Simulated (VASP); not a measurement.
# PrBe3Si (Cmmm) in VASP: single point with PBE

Aim: the single point of PrBe3Si with PBE.

All numbers are computed with VASP 6.6.1; they aren't measurements. Logs are shortened: lines on timing, memory, paths and dates and some standing lists are left out, and cuts for length are marked.

**1. The cell of the first run**

It takes space group Cmmm (No. 65, orthorhombic). The conventional cell has a = 5.572 Å, b = 6.721 Å, c = 4.304 Å, α = 90.00°, β = 90.00°, γ = 90.00°. Within 3.7 Å of Pr (site symmetry mmm) lie 12 Be at 2.79 to 3.36 Å and 4 Si at 3.52 Å. Be (site symmetry 2/m) has 2 Si at 2.18 Å and 2 Be at 2.79 Å within 2.9 Å. Be (site symmetry mmm) has 2 Si at 2.15 Å and 2 Pr at 2.79 Å within 2.8 Å. Si (site symmetry mmm) has 6 Be at 2.15 to 2.18 Å within 2.8 Å.

**2. Single point, PBE**

File INCAR:

```
PREC = Accurate ; ENCUT = 600
EDIFF = 1E-6 ; ISMEAR = 0
SIGMA = 0.2 ; LREAL = F
LASPH = T ; NELM = 200
ALGO = Normal ; ISIF = 2
LWAVE = F ; LCHARG = F
GGA = PE ; NBANDS = 20
GGA_COMPAT = F ; LMAXMIX = 6
```

File KPOINTS:

```
regular mesh
0
Gamma
  4 4 4
```

File POSCAR:

```
PrBe3Si
1.0
    2.7857883355     -3.3603109881      0.0000000000
    2.7857883355      3.3603109881      0.0000000000
    0.0000000000      0.0000000000      4.3044914829
Pr Be Si
1 3 1
Direct
    0.0000000000      0.0000000000      0.5000000000
    0.5000000000      0.0000000000      0.0000000000
    0.0000000000      0.5000000000      0.0000000000
    0.5000000000      0.5000000000      0.5000000000
    0.5000000000      0.5000000000      0.0000000000
```

Potentials or basis: VASP PAW PBE potentials, release 64 (Pr, Be, Si).

Command:

```bash
cat potpaw_PBE.64/Pr/POTCAR potpaw_PBE.64/Be/POTCAR potpaw_PBE.64/Si/POTCAR > POTCAR
mpirun -np 1 vasp_std > vasp.out
```

OUTCAR:

```text
PREC = Accurate
   ENCUT = 600
   EDIFF = 1E-6
   ISMEAR = 0
   LREAL = F
   LASPH = T
   NELM = 200
   ISIF = 2
   GGA = PE

 ion  position               nearest neighbor table
   1  0.000  0.000  0.500-   4 2.79   4 2.79
   2  0.500  0.000  0.000-   5 2.18   5 2.18
   3  0.000  0.500  0.000-   5 2.18   5 2.18
   4  0.500  0.500  0.500-   5 2.15   5 2.15   1 2.79   1 2.79
   5  0.500  0.500  0.000-   4 2.15   4 2.15   2 2.18   3 2.18   2 2.18   3 2.18

  LATTYP: Found a base centered orthorhombic cell.
 ALAT       =     5.5715766710
 B/A-ratio  =     1.2062334188
 C/A-ratio  =     0.7725804987

  Lattice vectors:

 A1 = (   2.7857883355,  -3.3603109881,   0.0000000000)
 A2 = (   2.7857883355,   3.3603109881,   0.0000000000)
 A3 = (   0.0000000000,   0.0000000000,   4.3044914829)

Analysis of symmetry for initial positions (statically):
=====================================================================
 Subroutine PRICEL returns:
 Original cell was already a primitive cell.

 Routine SETGRP: Setting up the symmetry group for a
 base centered orthorhombic supercell.

 Subroutine GETGRP returns: Found  8 space group operations
 (whereof  8 operations were pure point group operations)
 out of a pool of  8 trial point group operations.

The static configuration has the point symmetry D_2h.

Analysis of symmetry for dynamics (positions and initial velocities):
=====================================================================
 Subroutine PRICEL returns:
 Original cell was already a primitive cell.

 Routine SETGRP: Setting up the symmetry group for a
 base centered orthorhombic supercell.

 Subroutine GETGRP returns: Found  8 space group operations
 (whereof  8 operations were pure point group operations)
 out of a pool of  8 trial point group operations.

The dynamic configuration has the point symmetry D_2h.

 Subroutine INISYM returns: Found  8 space group operations
 (whereof  8 operations are pure point group operations),
 and found     1 'primitive' translations

----------------------------------------------------------------------------------------

                                     Primitive cell

  volume of cell :      80.5897

  direct lattice vectors                    reciprocal lattice vectors
     2.785788335 -3.360310988  0.000000000     0.179482408 -0.148795752  0.000000000
[... 88 lines left out ...]
   EDIFF  = 0.1E-05   stopping-criterion for ELM
   LREAL  =      F    real-space projection
   EDIFFG = 0.1E-04   stopping-criterion for IOM
   NSW    =      0    number of steps for IOM
   IBRION =     -1    ionic relax: 0-MD 1-quasi-New 2-CG
   NFREE  =      0    steps in history (QN), initial steepest desc. (CG)
   ISIF   =      2    stress and relaxation
   ISYM   =      2    0-nonsym 1-usesym 2-fastsym
   POTIM  = 0.5000    time-step for ionic-motion
   TEBEG  =    0.0;   TEEND  =   0.0 temperature during run
   PSTRESS=    0.0 pullay stress
   NELECT =      23.0000    total number of electrons
   NUPDOWN=      -1.0000    fix difference up-down
   EMIN   =  10.00;   EMAX   =-10.00  energy-range for DOS
   EFERMI =   0.00;   METHOD = LEGACY
   ISMEAR =     0;   SIGMA  =   0.20  broadening in eV -4-tet -1-fermi 0-gaus
   EFERMI_NEDOS =   21; number of points for ismear=-14 and -15
   IALGO  =     38    algorithm
   IMIX   =      4    mixing-type and parameters
     AMIX     =   0.40;   BMIX     =  1.00
     AMIX_MAG =   1.60;   BMIX_MAG =  1.00
  volume/ion in A,a.u.               =      16.12       108.77
  Fermi-wavevector in a.u.,A,eV,Ry     =   1.077848  2.036838 15.806662  1.161757
  Thomas-Fermi vector in A             =   2.213771
   LORBIT       =      0    0 simple, 1 ext, 2 COOP (PROOUT), +10 PAW based schemes
   GGA     = PE    functional components
   LHFCALC =     F    Hartree Fock is set to
   AEXX    =    0.0000 exact exchange contribution
   IVDW    =     0    specifies the selected vdW correction
   LEPSILON=     F    determine dielectric tensor
   LRPA    =     F    only Hartree local field effects (RPA)
 non-spin polarized calculation
 Gauss-broadening in eV      SIGMA  =   0.20
  energy-cutoff  :      600.00
  volume of cell :       80.59
 maximum number of plane-waves:      2706
 NGX is ok and might be reduce to    36
   NGX = 17   NGY = 17   NGZ = 17

 number of electron      22.9999999 magnetization

 Free energy of the ion-electron system (eV)
  ---------------------------------------------------
  ext. energy  EPLUGINS =         0.00000000
  ---------------------------------------------------
  free energy    TOTEN  =       -19.94805000 eV

  energy without entropy =      -19.65511234  energy(sigma->0) =      -19.80158117

 E-fermi :   5.9501     XC(G=0): -10.0613

 val. band max:        5.9483285804   @ k =   0.5000  -0.0000   0.2500
 cond. band min:       5.9610397288   @ k =   0.0000   0.0000   0.5000
 fundamental gap:      0.0127111484
 Fermi energy:         5.9500557689

 k-point     1 :       0.0000    0.0000    0.0000
  band No.  band energies     occupation
      1     -29.6268      2.00000
      2     -11.7037      2.00000
      3     -11.6140      2.00000
      4     -11.5943      2.00000
      5      -4.1459      2.00000
      6       2.0850      2.00000
[... 472 lines left out ...]
     19       9.5406      0.00000
     20       9.8312      0.00000

------------------------ aborting loop because EDIFF is reached ----------------------------------------

  FORCE on cell =-STRESS in cart. coord.  units (eV):
  Direction    XX          YY          ZZ          XY          YZ          ZX
  --------------------------------------------------------------------------------------
  -------------------------------------------------------------------------------------
  Total       -1.0884422     -1.3842518     -2.0250092      0.0000000      0.0000000      0.0000000
  in kB      -21.6389676    -27.5198612    -40.2585513      0.0000000      0.0000000      0.0000000
  external PRESSURE =     -29.8057934 kB  Pullay stress =       0.0000000 kB

 VOLUME and BASIS-vectors are now :
 -----------------------------------------------------------------------------
  energy-cutoff  :      600.00
  volume of cell :       80.59
      direct lattice vectors                 reciprocal lattice vectors
     2.785788335 -3.360310988  0.000000000     0.179482408 -0.148795752  0.000000000
     2.785788335  3.360310988  0.000000000     0.179482408  0.148795752  0.000000000
     0.000000000  0.000000000  4.304491483     0.000000000  0.000000000  0.232315479

 POSITION                                       TOTAL-FORCE (eV/Angst)
 -----------------------------------------------------------------------------------
      0.00000      0.00000      2.15225         0.000000     -0.000000      0.000000
      1.39289     -1.68016      0.00000         0.000000     -0.000000      0.000000
      1.39289      1.68016      0.00000         0.000000     -0.000000      0.000000
      2.78579      0.00000      2.15225         0.000000     -0.000000      0.000000
      2.78579      0.00000      0.00000         0.000000      0.000000      0.000000
 -----------------------------------------------------------------------------------
    total drift:                               -0.000000      0.000000      0.000000

  FREE ENERGIE OF THE ION-ELECTRON SYSTEM (eV)
  ---------------------------------------------------
  free  energy   TOTEN  =       -19.9480499989 eV

  energy  without entropy=      -19.6551123359  energy(sigma->0) =      -19.80158117
```

OSZICAR:

```text
N       E                     dE             d eps       ncg     rms          rms(c)
DAV:   1     0.166203515508E+03    0.16620E+03   -0.94947E+03   912   0.187E+03
DAV:   2     0.273078048447E+01   -0.16347E+03   -0.15463E+03  1152   0.297E+02
DAV:   3    -0.240687051564E+02   -0.26799E+02   -0.25700E+02  1428   0.150E+02
DAV:   4    -0.256448599985E+02   -0.15762E+01   -0.15596E+01  1672   0.307E+01
[... 18 lines left out ...]
DAV:  23    -0.199480937340E+02    0.10303E-02   -0.12433E-03  1304   0.485E-01    0.217E-01
DAV:  24    -0.199480623657E+02    0.31368E-04   -0.84894E-05  1632   0.840E-02    0.138E-01
DAV:  25    -0.199480557857E+02    0.65799E-05   -0.44915E-06  1116   0.249E-02    0.102E-01
DAV:  26    -0.199480504151E+02    0.53706E-05   -0.65704E-06  1088   0.273E-02    0.230E-02
DAV:  27    -0.199480499989E+02    0.41615E-06   -0.61488E-07   612   0.159E-02
   1 F= -.19948050E+02 E0= -.19801581E+02  d E =-.292938E+00
```

Wall time 2.2 min (1 thread of Intel Xeon 8259CL, shared host); peak memory 0.24 GiB.

Results:

```yaml
Free_energy: -19.9480 eV
Pressure: -3.0 GPa
```

Stress tensor (GPa, compression positive):
```
-2.16  0.00  0.00
 0.00 -2.75  0.00
 0.00  0.00 -4.03
```

Caveat: the k points lie up to 0.37 Å⁻¹ apart; spin-orbit coupling is left out, which moves the levels of the heavy elements; without U or exact exchange the open f shell lies at the Fermi level, which spoils levels, moments and volumes. Spin polarisation is off, so any magnetic state and its effect on volume and gap are missing.
